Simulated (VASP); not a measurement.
# SiC in VASP: settings compared

Aim: see how the results for SiC move with the level of theory and the settings. Levels: PBE, r2SCAN, HSE06. Tasks: single point.

Everything below comes from runs of VASP 6.6.1. Logs are shortened: lines on timing, memory, paths and dates and some standing lists are left out, and cuts for length are marked.

## 1. The cell of the first run

Symmetry: I-4m2, No. 119, tetragonal system. Conventional cell: a = 2.983 Å, b = 2.983 Å, c = 4.356 Å, α = 90.00°, β = 90.00°, γ = 90.00°. Within 2.5 Å of Si (site symmetry -4m2) lie 4 C at 1.85 Å. Within 2.5 Å of C (site symmetry -4m2) lie 4 Si at 1.85 Å.

## 2. Single point, PBE (biaxial xy strain -3.2%)

File INCAR:

```
SYSTEM = SiC
PREC = Accurate ; ENCUT = 520
EDIFF = 1E-7 ; ISMEAR = -1
SIGMA = 0.02 ; LREAL = .FALSE.
LASPH = .TRUE. ; NELM = 60
ALGO = Normal ; ISIF = 2
LWAVE = .FALSE. ; LCHARG = .FALSE.
GGA = PE ; NBANDS = 11
```

File KPOINTS:

```
regular mesh
0
G
  10 10 10
  0 0 0
```

File POSCAR:

```
SiC
1.0
    0.0000000000      2.1092258935      2.1780523476
    2.1092258935      0.0000000000      2.1780523476
    2.1092258935      2.1092258935      0.0000000000
Si C
1 1
Direct
    0.0000000000      0.0000000000      0.0000000000
    0.2500000000      0.2500000000      0.2500000000
```

Potentials or basis: VASP PAW PBE potentials, release 64 (Si, C).

On the command line:

```bash
$ cat potpaw_PBE.64/Si/POTCAR potpaw_PBE.64/C/POTCAR > POTCAR
$ mpirun -np 1 vasp_std > vasp.out
```

OUTCAR:

```text
SYSTEM = SiC
   PREC = Accurate
   ENCUT = 520
   EDIFF = 1E-7
   ISMEAR = -1
   LREAL = .FALSE.
   LASPH = .TRUE.
   NELM = 60
   ISIF = 2
   GGA = PE

 ion  position               nearest neighbor table
   1  0.000  0.000  0.000-   2 1.85   2 1.85   2 1.85   2 1.85
   2  0.250  0.250  0.250-   1 1.85   1 1.85   1 1.85   1 1.85

  LATTYP: Found a body centered tetragonal cell.
 ALAT       =     2.9828958647
 C/A-ratio  =     1.4603609689

  Lattice vectors:

 A1 = (  -2.1092258935,   0.0000000000,   2.1780523476)
 A2 = (   2.1092258935,   0.0000000000,   2.1780523476)
 A3 = (   0.0000000000,   2.1092258935,  -2.1780523476)

Analysis of symmetry for initial positions (statically):
=====================================================================
 Subroutine PRICEL returns:
 Original cell was already a primitive cell.

 Routine SETGRP: Setting up the symmetry group for a
 body centered tetragonal supercell.

 Subroutine GETGRP returns: Found  8 space group operations
 (whereof  8 operations were pure point group operations)
 out of a pool of 16 trial point group operations.

The static configuration has the point symmetry D_2d.

Analysis of symmetry for dynamics (positions and initial velocities):
=====================================================================
 Subroutine PRICEL returns:
 Original cell was already a primitive cell.

 Routine SETGRP: Setting up the symmetry group for a
 body centered tetragonal supercell.

 Subroutine GETGRP returns: Found  8 space group operations
 (whereof  8 operations were pure point group operations)
 out of a pool of 16 trial point group operations.

The dynamic configuration has the point symmetry D_2d.

 Subroutine INISYM returns: Found  8 space group operations
 (whereof  8 operations are pure point group operations),
 and found     1 'primitive' translations

----------------------------------------------------------------------------------------

                                     Primitive cell

  volume of cell :      19.3796

  direct lattice vectors                    reciprocal lattice vectors
     0.000000000  2.109225894  2.178052348    -0.237053794  0.237053794  0.229562894
     2.109225894  0.000000000  2.178052348     0.237053794 -0.237053794  0.229562894
     2.109225894  2.109225894  0.000000000     0.237053794  0.237053794 -0.229562894

  length of vectors
     3.031954139  3.031954139  2.982895865     0.406310380  0.406310380  0.406310380

  position of ions in fractional coordinates (direct lattice)
     0.000000000  0.000000000  0.000000000
     0.250000000  0.250000000  0.250000000

  ion indices of the primitive-cell ions
   primitive index   ion index
                 1           1
                 2           2

----------------------------------------------------------------------------------------

 KPOINTS: regular mesh

Automatic generation of k-mesh.
 Grid dimensions read from file:
 generate k-points for:   10   10   10

 Generating k-lattice:

  Cartesian coordinates                     Fractional coordinates (reciprocal lattice)
    -0.023705379  0.023705379  0.022956289     0.100000000  0.000000000  0.000000000
     0.023705379 -0.023705379  0.022956289     0.000000000  0.100000000  0.000000000
     0.023705379  0.023705379 -0.022956289     0.000000000  0.000000000  0.100000000

  Length of vectors
     0.040631038  0.040631038  0.040631038

  Shift w.r.t. Gamma in fractional coordinates (k-lattice)
     0.000000000  0.000000000  0.000000000

 Subroutine IBZKPT returns following result:
 ===========================================

 Found    102 irreducible k-points:

 Following reciprocal coordinates:
            Coordinates               Weight
  0.000000  0.000000  0.000000      1.000000
  0.100000 -0.000000  0.000000      8.000000
  0.200000 -0.000000  0.000000      8.000000
  0.300000  0.000000  0.000000      8.000000
  0.400000  0.000000  0.000000      8.000000
  0.500000 -0.000000  0.000000      4.000000
[... 16 lines left out ...]
  0.300000  0.300000  0.000000      2.000000
  0.400000  0.300000  0.000000      8.000000
 [... further k-points ...]
   k-points           NKPTS =    102   k-points in BZ     NKDIM =    102   number of bands    NBANDS=     11
   number of dos      NEDOS =    301   number of ions     NIONS =      2
   total plane-waves  NPLWV =  13824
   dimension x,y,z NGX =    24 NGY =   24 NGZ =   24
   dimension x,y,z NGXF=    48 NGYF=   48 NGZF=   48
   ions per type =               1   1
   NGX,Y,Z   is equivalent  to a cutoff of  13.16, 13.16, 13.38 a.u.
   NGXF,Y,Z  is equivalent  to a cutoff of  26.32, 26.32, 26.75 a.u.
 SYSTEM =  SiC
   PREC   = accura    normal or accurate (medium, high low for compatibility)
   ISTART =      0    job   : 0-new  1-cont  2-samecut
   ICHARG =      2    charge: 1-file 2-atom 10-const
   ISPIN  =      1    spin polarized calculation?
   LNONCOLLINEAR =      F non collinear calculations
   LSORBIT =      F    spin-orbit coupling
   LASPH  =      T    aspherical Exc in radial PAW
   ENCUT  =  520.0 eV  38.22 Ry    6.18 a.u.   5.64  5.64  5.55*2*pi/ulx,y,z
   NELM   =     60;   NELMIN=  2; NELMDL= -5     # of ELM steps
   EDIFF  = 0.1E-06   stopping-criterion for ELM
   LREAL  =      F    real-space projection
   EDIFFG = 0.1E-05   stopping-criterion for IOM
   NSW    =      0    number of steps for IOM
   IBRION =     -1    ionic relax: 0-MD 1-quasi-New 2-CG
   NFREE  =      0    steps in history (QN), initial steepest desc. (CG)
   ISIF   =      2    stress and relaxation
   ISYM   =      2    0-nonsym 1-usesym 2-fastsym
   POTIM  = 0.5000    time-step for ionic-motion
   TEBEG  =    0.0;   TEEND  =   0.0 temperature during run
   PSTRESS=    0.0 pullay stress
   NELECT =       8.0000    total number of electrons
   NUPDOWN=      -1.0000    fix difference up-down
   EMIN   =  10.00;   EMAX   =-10.00  energy-range for DOS
   EFERMI =   0.00;   METHOD = LEGACY
   ISMEAR =    -1;   SIGMA  =   0.02  broadening in eV -4-tet -1-fermi 0-gaus
   EFERMI_NEDOS =   21; number of points for ismear=-14 and -15
   IALGO  =     38    algorithm
   IMIX   =      4    mixing-type and parameters
     AMIX     =   0.40;   BMIX     =  1.00
     AMIX_MAG =   1.60;   BMIX_MAG =  1.00
  volume/ion in A,a.u.               =       9.69        65.39
  Fermi-wavevector in a.u.,A,eV,Ry     =   1.218962  2.303503 20.216450  1.485867
  Thomas-Fermi vector in A             =   2.354230
   LORBIT       =      0    0 simple, 1 ext, 2 COOP (PROOUT), +10 PAW based schemes
   GGA     = PE    functional components
   LHFCALC =     F    Hartree Fock is set to
   AEXX    =    0.0000 exact exchange contribution
   IVDW    =     0    specifies the selected vdW correction
   LEPSILON=     F    determine dielectric tensor
   LRPA    =     F    only Hartree local field effects (RPA)
 non-spin polarized calculation
  energy-cutoff  :      520.00
  volume of cell :       19.38
 maximum number of plane-waves:       544
   NGX = 11   NGY = 11   NGZ = 11

 number of electron       7.9999999 magnetization

 Free energy of the ion-electron system (eV)
  ---------------------------------------------------
  ext. energy  EPLUGINS =         0.00000000
  ---------------------------------------------------
  free energy    TOTEN  =       -14.95486829 eV

  energy without entropy =      -14.95486829  energy(sigma->0) =      -14.95486829

 E-fermi :   9.3247     XC(G=0): -11.6459

 val. band max:        8.9415426450   @ k =   0.0000   0.0000   0.0000
 cond. band min:      10.0588787269   @ k =   0.5000   0.0000   0.5000
 fundamental gap:      1.1173360819
 Fermi energy:         9.3247164998

 k-point     1 :       0.0000    0.0000    0.0000
  band No.  band energies     occupation
      1      -7.0663      2.00000
      2       8.7078      2.00000
      3       8.9415      2.00000
      4       8.9415      2.00000
      5      15.8610      0.00000
      6      16.6192      0.00000
      7      16.6192      0.00000
      8      16.6907      0.00000
      9      23.2002      0.00000
     10      24.2780      0.00000
     11      25.8090      0.00000

 k-point     2 :       0.1000   -0.0000    0.0000
  band No.  band energies     occupation
      1      -6.8605      2.00000
      2       7.8348      2.00000
      3       8.6451      2.00000
      4       8.8221      2.00000
      5      16.0031      0.00000
      6      16.8450      0.00000
      7      16.8855      0.00000
      8      17.0801      0.00000
      9      22.2968      0.00000
     10      23.1743      0.00000
     11      25.7394      0.00000

 k-point     3 :       0.2000   -0.0000    0.0000
  band No.  band energies     occupation
      1      -6.2513      2.00000
      2       5.6633      2.00000
      3       8.2877      2.00000
      4       8.5480      2.00000
      5      15.6143      0.00000
      6      17.1452      0.00000
      7      17.3188      0.00000
      8      18.2901      0.00000
      9      21.8544      0.00000
     10      22.2941      0.00000
     11      24.8816      0.00000

 k-point     4 :       0.3000    0.0000    0.0000
  band No.  band energies     occupation
      1      -5.2732      2.00000
      2       3.2548      2.00000
      3       7.9261      2.00000
      4       8.2670      2.00000
      5      15.1676      0.00000
      6      16.8442      0.00000
      7      17.2164      0.00000
      8      19.1660      0.00000
      9      22.9936      0.00000
     10      23.0031      0.00000
     11      24.7428      0.00000
[... 239 lines left out ...]
 k-point    22 :      -0.2000    0.2000    0.0000
  band No.  band energies     occupation
      1      -4.9066      2.00000
      2       3.8650      2.00000
      3       5.3433      2.00000
      4       8.4171      2.00000
      5      15.9716      0.00000
      6      17.3779      0.00000
      7      17.7979      0.00000
      8      18.4142      0.00000
      9      20.7514      0.00000
     10      25.1498      0.00000
     11      28.0035      0.00000

 k-point    23 :       0.3000    0.3000    0.0000
  band No.  band energies     occupation
      1      -4.7629      2.00000
      2       4.2444      2.00000
      3       6.6121      2.00000
      4       6.6121      2.00000
      5      12.1789      0.00000
      6      15.0028      0.00000
      7      21.1045      0.00000
      8      21.1045      0.00000
      9      21.6860      0.00000
     10      26.8504      0.00000
     11      31.2043      0.00000

 k-point    24 :       0.4000    0.3000    0.0000
  band No.  band energies     occupation
      1      -3.8655      2.00000
      2       3.0159      2.00000
      3       5.6841      2.00000
      4       6.3592      2.00000
      5      11.9143      0.00000
      6      15.1072      0.00000
      7      21.1161      0.00000
      8      21.5507      0.00000
      9      23.2050      0.00000
     10      27.7505      0.00000
     11      30.9745      0.00000

 [... further k-points ...]
[... 5 lines left out ...]
  --------------------------------------------------------------------------------------
  -------------------------------------------------------------------------------------
  Total        2.7564398      2.7564398      1.6780005      0.0000000      0.0000000      0.0000000
  in kB      227.8843968    227.8843968    138.7260952      0.0000000      0.0000000      0.0000000
  external PRESSURE =     198.1649629 kB  Pullay stress =       0.0000000 kB

 VOLUME and BASIS-vectors are now :
 -----------------------------------------------------------------------------
  energy-cutoff  :      520.00
  volume of cell :       19.38
      direct lattice vectors                 reciprocal lattice vectors
     0.000000000  2.109225894  2.178052348    -0.237053794  0.237053794  0.229562894
     2.109225894  0.000000000  2.178052348     0.237053794 -0.237053794  0.229562894
     2.109225894  2.109225894  0.000000000     0.237053794  0.237053794 -0.229562894

 POSITION                                       TOTAL-FORCE (eV/Angst)
 -----------------------------------------------------------------------------------
      0.00000      0.00000      0.00000        -0.000000     -0.000000      0.000000
      1.05461      1.05461      1.08903         0.000000      0.000000     -0.000000
 -----------------------------------------------------------------------------------
    total drift:                               -0.000000     -0.000000      0.000000

  FREE ENERGIE OF THE ION-ELECTRON SYSTEM (eV)
  ---------------------------------------------------
  free  energy   TOTEN  =       -14.9548682876 eV

  energy  without entropy=      -14.9548682876  energy(sigma->0) =      -14.95486829
```

It took 13 s on 1 thread of AMD EPYC 9R14 (Zen 4), shared host; peak memory 0.11 GiB.

Results:

```yaml
Free_energy: -14.9549 eV
Pressure: 19.8 GPa
Band_gap_on_the_k_mesh: 1.12 eV, indirect (least direct gap 4.57 eV)
```

Levels at points of the mesh, in eV from the valence-band top:
```
           k point  band 1  band 2  band 3  band 4  band 5  band 6  band 7  band 8  band 9
(0.00, 0.00, 0.00)  -16.01   -0.23    0.00    0.00    6.92    7.68    7.68    7.75   14.26
(0.50, 0.00, 0.00)  -12.19   -8.98   -1.36   -0.93    5.81    7.31    7.68   10.36   16.84
(0.50, 0.50, 0.00)  -10.85   -8.37   -3.14   -3.14    1.42    4.86   14.83   14.83   15.24
(0.50, 0.00, 0.50)  -10.58   -7.95   -3.53   -3.48    1.12    4.29   14.11   15.22   15.74
```

Caveat: the cell differs from its parent crystal (biaxial xy strain -3.2%).

## 3. Single point, r2SCAN (biaxial xy strain -3.2%)

POSCAR is that of step 2.

File INCAR.step1:

```
PREC = Accurate
ENCUT = 520
ISMEAR = 0
SIGMA = 0.01
LREAL = False
LASPH = True
NELM = 100
NBANDS = 11
GGA = PE
ALGO = Normal
EDIFF = 1E-4
LWAVE = True
LCHARG = False
```

File INCAR.step2:

```
PREC = Accurate
ENCUT = 520
EDIFF = 1E-6
ISMEAR = 0
SIGMA = 0.01
LREAL = False
LASPH = True
NELM = 100
ALGO = Normal
ISIF = 2
LWAVE = False
LCHARG = False
METAGGA = R2SCAN
LMIXTAU = True
NBANDS = 11
ISTART = 1
```

File KPOINTS:

```
regular mesh
0
Gamma
  10 10 10
```

Potentials or basis: VASP PAW PBE potentials, release 64 (Si, C).

On the command line:

```bash
$ cat potpaw_PBE.64/Si/POTCAR potpaw_PBE.64/C/POTCAR > POTCAR
$ cp INCAR.step1 INCAR
$ mpirun -np 1 vasp_std > vasp.out
$ cp INCAR.step2 INCAR
$ mpirun -np 1 vasp_std > vasp.out
```

OUTCAR:

```text
PREC = Accurate
   ENCUT = 520
   EDIFF = 1E-6
   ISMEAR = 0
   LREAL = False
   LASPH = True
   NELM = 100
   ISIF = 2
   METAGGA = R2SCAN
   ISTART = 1

 ion  position               nearest neighbor table
   1  0.000  0.000  0.000-   2 1.85   2 1.85   2 1.85   2 1.85
   2  0.250  0.250  0.250-   1 1.85   1 1.85   1 1.85   1 1.85

  LATTYP: Found a body centered tetragonal cell.
 ALAT       =     2.9828958647
 C/A-ratio  =     1.4603609689

  Lattice vectors:

 A1 = (  -2.1092258935,   0.0000000000,   2.1780523476)
 A2 = (   2.1092258935,   0.0000000000,   2.1780523476)
 A3 = (   0.0000000000,   2.1092258935,  -2.1780523476)

Analysis of symmetry for initial positions (statically):
=====================================================================
 Subroutine PRICEL returns:
 Original cell was already a primitive cell.

 Routine SETGRP: Setting up the symmetry group for a
 body centered tetragonal supercell.

 Subroutine GETGRP returns: Found  8 space group operations
 (whereof  8 operations were pure point group operations)
 out of a pool of 16 trial point group operations.

The static configuration has the point symmetry D_2d.

Analysis of symmetry for dynamics (positions and initial velocities):
[... 165 lines left out ...]

 k-point     1 :       0.0000    0.0000    0.0000
  band No.  band energies     occupation
      1      -7.9784      2.00000
      2       8.5729      2.00000
      3       8.8160      2.00000
      4       8.8160      2.00000
      5      16.3894      0.00000
      6      17.0633      0.00000
      7      17.0633      0.00000
      8      17.1446      0.00000
      9      23.7707      0.00000
     10      24.8969      0.00000
     11      26.7931      0.00000
[... 309 lines left out ...]
 k-point    24 :       0.4000    0.3000    0.0000
  band No.  band energies     occupation
      1      -4.6822      2.00000
      2       2.6208      2.00000
      3       5.4440      2.00000
      4       6.1190      2.00000
      5      12.2404      0.00000
      6      15.5570      0.00000
      7      21.9069      0.00000
      8      22.3352      0.00000
      9      24.1951      0.00000
     10      28.6744      0.00000
     11      32.1109      0.00000

 [... further k-points ...]
[... 5 lines left out ...]
  --------------------------------------------------------------------------------------
  -------------------------------------------------------------------------------------
  Total        2.3565778      2.3565778      1.1738235      0.0000000      0.0000000      0.0000000
  in kB      194.8264241    194.8264241     97.0440403      0.0000000      0.0000000      0.0000000
  external PRESSURE =     162.2322962 kB  Pullay stress =       0.0000000 kB

 VOLUME and BASIS-vectors are now :
 -----------------------------------------------------------------------------
  energy-cutoff  :      520.00
  volume of cell :       19.38
      direct lattice vectors                 reciprocal lattice vectors
     0.000000000  2.109225894  2.178052348    -0.237053794  0.237053794  0.229562894
     2.109225894  0.000000000  2.178052348     0.237053794 -0.237053794  0.229562894
     2.109225894  2.109225894  0.000000000     0.237053794  0.237053794 -0.229562894

 POSITION                                       TOTAL-FORCE (eV/Angst)
 -----------------------------------------------------------------------------------
      0.00000      0.00000      0.00000        -0.000000     -0.000000     -0.000000
      1.05461      1.05461      1.08903         0.000000      0.000000      0.000000
 -----------------------------------------------------------------------------------
    total drift:                               -0.000001     -0.000001     -0.000000

  FREE ENERGIE OF THE ION-ELECTRON SYSTEM (eV)
  ---------------------------------------------------
  free  energy   TOTEN  =       -19.2526501405 eV

  energy  without entropy=      -19.2526501405  energy(sigma->0) =      -19.25265014
```

It took 66 s on 1 thread of AMD EPYC 9R14 (Zen 4), shared host; peak memory 0.12 GiB.

Results:

* Free energy: -19.2527 eV
* Pressure: 16.2 GPa
* Band gap on the k mesh: 1.50 eV, indirect (least direct gap 5.10 eV)

Caveat: the cell differs from its parent crystal (biaxial xy strain -3.2%); the PAW data sets were made with another functional, which shifts forces and pressure a little. A k mesh can miss the band edges.

## 4. Single point, PBE (shear xy strain -5.9%)

File INCAR:

```
ALGO = Normal ; EDIFF = 1E-6
ENCUT = 520 ; GGA = PE
ISIF = 2 ; ISMEAR = -1
LASPH = T ; LCHARG = F
LREAL = F ; LWAVE = F
NBANDS = 11 ; NELM = 100
PREC = Accurate ; SIGMA = 0.02
```

File KPOINTS:

```
k-points
0
Gamma
  10 10 10
```

File POSCAR:

```
SiC
1.0
   -0.0643614469      2.1780523476      2.1780523476
    2.1780523476     -0.0643614469      2.1780523476
    2.1136909008      2.1136909008      0.0000000000
Si C
1 1
Direct
   -0.0026324201     -0.0026324201      0.0026324201
    0.2526324201      0.2526324201      0.2473675799
```

On the command line:

```bash
$ cat potpaw_PBE.64/Si/POTCAR potpaw_PBE.64/C/POTCAR > POTCAR
$ mpirun -np 1 vasp_std > vasp.out
```

It took 19 s on 1 thread of AMD EPYC 9R14 (Zen 4), shared host; peak memory 0.13 GiB.

Results (log left out):

| Item | Value |
| --- | --- |
| Free energy | -15.0009 eV |
| Pressure | 4.0 GPa |
| Largest force | 0.057 eV/Å |
| Band gap on the k mesh | 0.89 eV, indirect (least direct gap 3.84 eV) |

Forces on the atoms (eV/Å):
```
Si   0.000  0.000 -0.057
C    0.000  0.000  0.057
```

Stress tensor (GPa, compression positive):
```
 4.31 14.84  0.00
14.84  4.31  0.00
 0.00  0.00  3.52
```

Levels at points of the mesh, in eV from the valence-band top:
| k point | band 1 | band 2 | band 3 | band 4 | band 5 | band 6 | band 7 | band 8 |
| --- | --- | --- | --- | --- | --- | --- | --- | --- |
| (0.00, 0.00, 0.00) | -15.73 | -0.56 | -0.33 | 0.00 | 5.42 | 6.40 | 7.59 | 7.68 |
| (0.50, 0.00, 0.00) | -12.36 | -8.94 | -1.27 | -1.04 | 5.51 | 6.99 | 7.47 | 9.89 |
| (0.50, 0.50, 0.00) | -10.72 | -8.11 | -3.99 | -2.95 | 0.89 | 4.23 | 13.71 | 13.85 |
| (0.00, 0.00, 0.50) | -11.93 | -8.75 | -1.60 | -1.46 | 4.70 | 6.46 | 6.89 | 9.64 |
| (0.50, 0.00, 0.50) | -10.68 | -8.09 | -3.48 | -3.48 | 1.05 | 4.03 | 13.26 | 13.71 |

Caveat: the cell differs from its parent crystal (shear xy strain -5.9%).

(Continued in part 2 of 2.)
